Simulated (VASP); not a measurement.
A run of VASP 6.6.1 is set up as follows.

File POSCAR:

```
Ni
1.0
    0.0000000000      1.7603666700      1.7603666700
    1.7603666700      0.0000000000      1.7603666700
    1.7603666700      1.7603666700      0.0000000000
Ni
1
Direct
    0.0000000000      0.0000000000      0.0000000000
```

File INCAR.step1:

```
SYSTEM = Ni
PREC = Accurate
ENCUT = 520
ISMEAR = -1
SIGMA = 0.1
LREAL = .FALSE.
LASPH = .TRUE.
NELM = 150
ISPIN = 2
MAGMOM = 2.11
NUPDOWN = 2.11
LMAXMIX = 4
NBANDS = 15
GGA = PE
ALGO = Normal
EDIFF = 1E-4
LWAVE = .TRUE.
LCHARG = .FALSE.
```

The input INCAR.step2:

```
SYSTEM = Ni
PREC = Accurate
ENCUT = 520
EDIFF = 1E-6
ISMEAR = -1
SIGMA = 0.1
LREAL = .FALSE.
LASPH = .TRUE.
NELM = 150
ALGO = Normal
ISIF = 2
LWAVE = .FALSE.
LCHARG = .TRUE.
ISPIN = 2
MAGMOM = 2.11
LORBIT = 11
NUPDOWN = 2.11
LMAXMIX = 4
METAGGA = R2SCAN
LMIXTAU = .TRUE.
LELF = .TRUE.
LVHAR = .TRUE.
NBANDS = 15
ISTART = 1
```

The input KPOINTS:

```
Automatic mesh
0
G
  14 14 14
  0 0 0
```

Potentials or basis: VASP PAW PBE potentials, release 64 (Ni).

Command:

```bash
$ cat potpaw_PBE.64/Ni/POTCAR > POTCAR
$ cp INCAR.step1 INCAR
$ mpirun -np 1 vasp_std > vasp.out
$ cp INCAR.step2 INCAR
$ mpirun -np 1 vasp_std > vasp.out
```

Task: Estimate the pressure.

Result: 24.4 GPa.

Caveat: the cell stands under pressure; the PAW data sets were made with another functional, which shifts forces and pressure a little; the total moment is fixed, so each spin has its own Fermi level and the state may be an excited one.
